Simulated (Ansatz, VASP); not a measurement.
**Two plane-wave programs on C**

INCAR

```
ALGO     = Normal         # electronic algorithm
EDIFF    = 1E-6           # SCF threshold, eV
ENCUT    = 520            # plane-wave cutoff, eV
GGA      = PE             # functional
ISIF     = 2              # what is computed and relaxed
ISMEAR   = 0              # smearing method
LASPH    = T              # aspherical terms in the spheres
LCHARG   = T              # write CHGCAR
LELF     = T              # ELF
LREAL    = F              # projectors in reciprocal space
LVHAR    = T            
LWAVE    = F              # write WAVECAR
NBANDS   = 31             # bands
NELM     = 60             # most SCF steps
PREC     = Accurate       # precision mode
SIGMA    = 0.05           # smearing width, eV
```

The input KPOINTS:

```
k-points
0
Gamma
  10 10 3
```

The input POSCAR:

```
C
1.0
   -2.5194924611      0.0000000000      0.0000000000
   -1.2597462306     -2.1819444760      0.0000000000
   -1.5746827882     -0.9091435317     10.3668212017
C
10
Direct
   -0.6308064754     -0.6308064754      0.8741755410
    0.4312564754      0.4312564754      0.7252244590
    0.0143726456      0.0143726456      0.1257456505
    0.5360773544      0.5360773544      0.4736543495
   -0.0477330820     -0.0477330820      0.2747993967
    0.5981830820      0.5981830820      0.3246006033
   -0.3183486760     -0.3183486760      0.9242768224
    0.1187986760      0.1187986760      0.6751231776
    0.3685752972      0.3685752972      0.0756592868
    0.1818747028      0.1818747028      0.5237407132
```

Input for Ansatz:

```yaml
crystal:
  lattice:
    - [-2.5194924611, 0.0, 0.0]
    - [-1.2597462306, -2.181944476, 0.0]
    - [-1.5746827882, -0.9091435317, 10.3668212017]
  atoms:
    - { symbol: C, position: [-0.6308064754, -0.6308064754, 0.874175541] }
    - { symbol: C, position: [0.4312564754, 0.4312564754, 0.725224459] }
    - { symbol: C, position: [0.0143726456, 0.0143726456, 0.1257456505] }
    - { symbol: C, position: [0.5360773544, 0.5360773544, 0.4736543495] }
    - { symbol: C, position: [-0.047733082, -0.047733082, 0.2747993967] }
    - { symbol: C, position: [0.598183082, 0.598183082, 0.3246006033] }
    - { symbol: C, position: [-0.318348676, -0.318348676, 0.9242768224] }
    - { symbol: C, position: [0.118798676, 0.118798676, 0.6751231776] }
    - { symbol: C, position: [0.3685752972, 0.3685752972, 0.0756592868] }
    - { symbol: C, position: [0.1818747028, 0.1818747028, 0.5237407132] }
basis:
  ecutwfc: 420
kpoints:
  mp_grid: { grid: [10, 10, 3] }
hamiltonian:
  xc: pbe
scf:
  occupations: { method: gaussian, width: 0.05 }
output:
  forces: true
  stress: true
  eigenvalues: true
```

Alike in both runs: task single point; functional PBE; k mesh 10 × 10 × 3; occupations gaussian, width 0.05 eV; no spin polarisation.

|  | VASP | Ansatz |
| --- | --- | --- |
| version | VASP 6.6.1 | Ansatz 0.2.0 |
| potentials or method | VASP PAW PBE potentials, release 64 (C), cutoff 520 eV | scalar-relativistic, plane waves, PAW |
| valence electrons in the cell | 40 | 40 |

|  | VASP | Ansatz | Ansatz less VASP |
| --- | --- | --- | --- |
| gap on the k mesh at the Fermi level (eV) | none | none | - |
| pressure (GPa) | 4.1 | 3.4 | -0.65 |
| traceless stress, the component that is largest in VASP (GPa) | -23.67 | -23.68 | -0.013 |
| rms of the force components (eV/Å) | 1.282 | 1.286 | +0.0044 |

Atom by atom the forces differ by 0.006 eV/Å (rms over components). A gap of «none» marks a metal or a gap that the smearing closes.
